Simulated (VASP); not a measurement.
# Zr3O (P6_322) in VASP: notebook

Runs on Zr3O. Level: PBEsol. Tasks: single point.

Program: VASP 6.6.1. These are calculated values, not measurements. Logs are shortened: lines on timing, memory, paths and dates and some standing lists are left out, and cuts for length are marked.

### Step 1. The cell of the first run

It takes space group P6_322 (No. 182, hexagonal). Conventional cell: a = 5.779 Å, b = 5.779 Å, c = 4.815 Å, α = 90.00°, β = 90.00°, γ = 120.00°. Zr (site symmetry 2) has 2 O at 2.26 Å within 3.0 Å. Within 3.0 Å of O (site symmetry 32) lie 6 Zr at 2.26 Å.

### Step 2. Single point, PBEsol (c/a of the conventional cell at fixed volume 0.8332)

Contents of INCAR:

```
SYSTEM = Zr3O
  PREC = Accurate
  ENCUT = 520
  EDIFF = 1E-7
  ISMEAR = 0
  SIGMA = 0.15
  LREAL = .FALSE.
  LASPH = .TRUE.
  NELM = 60
  ALGO = Normal
  ISIF = 2
  LWAVE = .FALSE.
  LCHARG = .FALSE.
  GGA = PS
  NBANDS = 52
```

Contents of KPOINTS:

```
regular mesh
0
G
  9 9 8
  0 0 0
```

Contents of POSCAR:

```
Zr3O
1.0
    5.7786427719      0.0000000000      0.0000000000
   -2.8893213860      5.0044514399      0.0000000000
    0.0000000000      0.0000000000      4.8147651576
Zr O
6 2
Direct
    0.3394720281      0.0000000000      0.0000000000
    0.3394720281      0.3394720281      0.5000000000
    0.0000000000      0.3394720281      0.0000000000
    0.6605279719      0.0000000000      0.5000000000
    0.6605279719      0.6605279719      0.0000000000
    0.0000000000      0.6605279719      0.5000000000
    0.3333333333      0.6666666667      0.2500000000
    0.6666666667      0.3333333333      0.7500000000
```

Potentials or basis: VASP PAW PBE potentials, release 64 (Zr_sv, O).

Command:

```console
> cat potpaw_PBE.64/Zr_sv/POTCAR potpaw_PBE.64/O/POTCAR > POTCAR
> mpirun -np 1 vasp_std > vasp.out
```

OUTCAR:

```text
SYSTEM = Zr3O
   PREC = Accurate
   ENCUT = 520
   EDIFF = 1E-7
   ISMEAR = 0
   LREAL = .FALSE.
   LASPH = .TRUE.
   NELM = 60
   ISIF = 2
   GGA = PS

 ion  position               nearest neighbor table
   1  0.339  0.000  0.000-   7 2.26   8 2.26   4 3.04   4 3.04   6 3.11   6 3.11   2 3.11   2 3.11
                             3 3.31   5 3.31   3 3.31   5 3.31   5 3.40   3 3.40
   2  0.339  0.339  0.500-   8 2.26   7 2.26   5 3.04   5 3.04   3 3.11   3 3.11   1 3.11   1 3.11
                             6 3.31   6 3.31   4 3.31   4 3.31   4 3.40   6 3.40
   3  0.000  0.339  0.000-   8 2.26   7 2.26   6 3.04   6 3.04   2 3.11   2 3.11   4 3.11   4 3.11
                             5 3.31   1 3.31   5 3.31   1 3.31   1 3.40   5 3.40
   4  0.661  0.000  0.500-   8 2.26   7 2.26   1 3.04   1 3.04   3 3.11   3 3.11   5 3.11   5 3.11
                             6 3.31   2 3.31   6 3.31   2 3.31   2 3.40   6 3.40
   5  0.661  0.661  0.000-   7 2.26   8 2.26   2 3.04   2 3.04   6 3.11   6 3.11   4 3.11   4 3.11
                             3 3.31   3 3.31   1 3.31   1 3.31   1 3.40   3 3.40
   6  0.000  0.661  0.500-   7 2.26   8 2.26   3 3.04   3 3.04   5 3.11   5 3.11   1 3.11   1 3.11
                             2 3.31   4 3.31   2 3.31   4 3.31   4 3.40   2 3.40
   7  0.333  0.667  0.250-   6 2.26   1 2.26   3 2.26   4 2.26   5 2.26   2 2.26
   8  0.667  0.333  0.750-   3 2.26   4 2.26   6 2.26   1 2.26   2 2.26   5 2.26

  LATTYP: Found a hexagonal cell.
 ALAT       =     5.7786427719
 C/A-ratio  =     0.8332000000

  Lattice vectors:

 A1 = (   5.7786427719,   0.0000000000,   0.0000000000)
 A2 = (  -2.8893213860,   5.0044514399,   0.0000000000)
 A3 = (   0.0000000000,   0.0000000000,   4.8147651576)

Analysis of symmetry for initial positions (statically):
=====================================================================
 Subroutine PRICEL returns:
 Original cell was already a primitive cell.

 Routine SETGRP: Setting up the symmetry group for a
 hexagonal supercell.

 Subroutine GETGRP returns: Found 12 space group operations
 (whereof  6 operations were pure point group operations)
 out of a pool of 24 trial point group operations.

The static configuration has the point symmetry D_3 .
 The point group associated with its full space group is D_6 .

Analysis of symmetry for dynamics (positions and initial velocities):
=====================================================================
 Subroutine PRICEL returns:
 Original cell was already a primitive cell.

[... 126 lines left out ...]
   ISIF   =      2    stress and relaxation
   ISYM   =      2    0-nonsym 1-usesym 2-fastsym
   POTIM  = 0.5000    time-step for ionic-motion
   TEBEG  =    0.0;   TEEND  =   0.0 temperature during run
   PSTRESS=    0.0 pullay stress
   NELECT =      84.0000    total number of electrons
   NUPDOWN=      -1.0000    fix difference up-down
   EMIN   =  10.00;   EMAX   =-10.00  energy-range for DOS
   EFERMI =   0.00;   METHOD = LEGACY
   ISMEAR =     0;   SIGMA  =   0.15  broadening in eV -4-tet -1-fermi 0-gaus
   EFERMI_NEDOS =   21; number of points for ismear=-14 and -15
   IALGO  =     38    algorithm
   IMIX   =      4    mixing-type and parameters
     AMIX     =   0.40;   BMIX     =  1.00
     AMIX_MAG =   1.60;   BMIX_MAG =  1.00
  volume/ion in A,a.u.               =      17.40       117.45
  Fermi-wavevector in a.u.,A,eV,Ry     =   1.383297  2.614052 26.034894  1.913511
  Thomas-Fermi vector in A             =   2.507908
   LORBIT       =      0    0 simple, 1 ext, 2 COOP (PROOUT), +10 PAW based schemes
   GGA     = PS    functional components
   LHFCALC =     F    Hartree Fock is set to
   AEXX    =    0.0000 exact exchange contribution
   IVDW    =     0    specifies the selected vdW correction
   LEPSILON=     F    determine dielectric tensor
   LRPA    =     F    only Hartree local field effects (RPA)
 non-spin polarized calculation
 Gauss-broadening in eV      SIGMA  =   0.15
  energy-cutoff  :      520.00
  volume of cell :      139.24
 maximum number of plane-waves:      3798
 NGX is ok and might be reduce to    48
   NGX = 21   NGY = 21   NGZ = 17

 number of electron      83.9999986 magnetization

 Free energy of the ion-electron system (eV)
  ---------------------------------------------------
  ext. energy  EPLUGINS =         0.00000000
  ---------------------------------------------------
  free energy    TOTEN  =       -76.22371983 eV

  energy without entropy =      -76.17175005  energy(sigma->0) =      -76.19773494

 E-fermi :   9.7931     XC(G=0): -11.7709

 val. band max:        9.7924317473   @ k =   0.1111   0.1111   0.2500
 cond. band min:       9.7974721984   @ k =   0.2222   0.2222   0.3750
 fundamental gap:      0.0050404511
 Fermi energy:         9.7931197518

 k-point     1 :       0.0000    0.0000    0.0000
  band No.  band energies     occupation
      1     -38.9945      2.00000
      2     -38.8155      2.00000
      3     -38.8155      2.00000
      4     -38.7934      2.00000
      5     -38.7934      2.00000
      6     -38.7583      2.00000
[... 1309 lines left out ...]
     51      12.9172      0.00000
     52      12.9208      0.00000

 [... further k-points ...]

------------------------ aborting loop because EDIFF is reached ----------------------------------------

  FORCE on cell =-STRESS in cart. coord.  units (eV):
  Direction    XX          YY          ZZ          XY          YZ          ZX
  --------------------------------------------------------------------------------------
  -------------------------------------------------------------------------------------
  Total       -4.3496692     -4.3496692     10.0829016      0.0000000      0.0000000      0.0000000
  in kB      -50.0506099    -50.0506099    116.0215526      0.0000000      0.0000000      0.0000000
  external PRESSURE =       5.3067776 kB  Pullay stress =       0.0000000 kB

 VOLUME and BASIS-vectors are now :
 -----------------------------------------------------------------------------
  energy-cutoff  :      520.00
  volume of cell :      139.24
      direct lattice vectors                 reciprocal lattice vectors
     5.778642772  0.000000000  0.000000000     0.173051016  0.099911050  0.000000000
    -2.889321386  5.004451440  0.000000000     0.000000000  0.199822101  0.000000000
     0.000000000  0.000000000  4.814765158     0.000000000  0.000000000  0.207694450

 POSITION                                       TOTAL-FORCE (eV/Angst)
 -----------------------------------------------------------------------------------
      1.96169      0.00000      0.00000         0.133137     -0.000000     -0.000000
      0.98084      1.69887      2.40738         0.066568      0.115300      0.000000
     -0.98084      1.69887      0.00000        -0.066568      0.115300     -0.000000
      3.81696      0.00000      2.40738        -0.133137     -0.000000     -0.000000
      1.90848      3.30558      0.00000        -0.066568     -0.115300      0.000000
     -1.90848      3.30558      2.40738         0.066568     -0.115300      0.000000
     -0.00000      3.33630      1.20369         0.000000     -0.000000     -0.000000
      2.88932      1.66815      3.61107        -0.000000     -0.000000      0.000000
 -----------------------------------------------------------------------------------
    total drift:                                0.000001     -0.000001      0.000000

  FREE ENERGIE OF THE ION-ELECTRON SYSTEM (eV)
  ---------------------------------------------------
  free  energy   TOTEN  =       -76.2237198254 eV

  energy  without entropy=      -76.1717500468  energy(sigma->0) =      -76.19773494
```

Wall time 9.7 min (1 thread of Intel Xeon 6975P-C, shared host); peak memory 0.47 GiB.

What came out:

| Quantity | Value |
| --- | --- |
| Free energy | -76.2237 eV |
| Pressure | 0.5 GPa |
| Largest force | 0.133 eV/Å |
| Band gap on the k mesh | zero (band 42 reaches 10.40 eV, above the bottom of band 43 at 9.61 eV) |

Forces in eV/Å, atoms in the order of the input:
```
Zr   0.133  0.000  0.000
Zr   0.067  0.115  0.000
Zr  -0.067  0.115  0.000
Zr  -0.133  0.000  0.000
Zr  -0.067 -0.115  0.000
Zr   0.067 -0.115  0.000
O    0.000  0.000  0.000
O    0.000  0.000  0.000
```

Stress tensor (GPa, compression positive):
```
-5.01  0.00  0.00
 0.00 -5.01  0.00
 0.00  0.00 11.60
```

Levels at points of the mesh, in eV from the Fermi level:
| k point | band 38 | band 39 | band 40 | band 41 | band 42 | band 43 | band 44 | band 45 | band 46 | band 47 |
| --- | --- | --- | --- | --- | --- | --- | --- | --- | --- | --- |
| (0.00, 0.00, 0.00) | -1.43 | -1.33 | -1.33 | 0.48 | 0.61 | 0.61 | 0.95 | 0.95 | 1.23 | 1.23 |
| (0.00, 0.00, 0.50) | -1.03 | -0.37 | -0.37 | -0.22 | -0.22 | -0.14 | -0.14 | 0.42 | 0.42 | 1.38 |

Caveat: the PAW data sets were made with another functional, which shifts forces and pressure a little.

(Part 1 of 3 ends here.)
